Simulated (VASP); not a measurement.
Set up this calculation in VASP 6.6.1, as the native input.

```yaml
Task: single point
Functional: PBE
Potentials_or_basis: VASP PAW PBE potentials, release 64 (Ta_pv, Si, O)
Cutoff: 520 eV
k_mesh: 6 × 6 × 2
Occupations: gaussian, width 0.2 eV
Spin: no spin polarisation
Dipole_correction: no
Further_INCAR_settings: ALGO = Normal; EDIFF = 1e-06; NBANDS = 47
```

The structure of Ta2Si2O lies in POSCAR:

```
Ta2Si2O
1.0
    3.9907613814     -0.0020848842      0.0048906522
   -1.9971887909      3.4589328717     -0.0019952225
    0.0141258719      0.0016229775     13.3642790073
Ta Si O
4 4 2
Direct
   -0.0004742936     -0.0000665862      0.3554105209
   -0.0004002662     -0.0000007206      0.8554081090
    0.0004423098      0.0000884282      0.1445913474
    0.0004566202      0.0000396410      0.6445889565
    0.3334087131      0.6667167987      0.2500128529
    0.3334561129      0.6667233114      0.7500347299
    0.6665482492      0.3332983295      0.2499821346
    0.6665957215      0.3333063503      0.7499681864
    0.9999141224     -0.0002698381      0.5000019351
    1.0000527109      0.0001642858      0.0000012273
```

One way to write it, as run:

INCAR

```
  PREC = Accurate
  ENCUT = 520
  EDIFF = 1E-6
  ISMEAR = 0
  SIGMA = 0.2
  LREAL = False
  LASPH = True
  NELM = 100
  ALGO = Normal
  ISIF = 2
  LWAVE = False
  LCHARG = False
  GGA = PE
  NBANDS = 47
```

KPOINTS

```
regular mesh
0
Gamma
  6 6 2
```

Potentials or basis: VASP PAW PBE potentials, release 64 (Ta_pv, Si, O).

The run is started by

```sh
$ cat potpaw_PBE.64/Ta_pv/POTCAR potpaw_PBE.64/Si/POTCAR potpaw_PBE.64/O/POTCAR > POTCAR
$ mpirun -np 1 vasp_std > vasp.out
```

Results of the run:

| Quantity | Value |
| --- | --- |
| Pressure | 0.2 GPa |
| Largest force | 0.084 eV/Å |
| Band gap on the k mesh | zero (bands 36 and 37 overlap by 1.29 eV) |

Caveat: spin-orbit coupling is left out, which moves the levels of the heavy elements.

Run time: 8.4 min on 1 thread of Intel(R) Xeon(R) Platinum 8175M CPU @ 2.50GHz (Skylake/Cascade Lake) (shared host), peak memory 0.46 GiB.
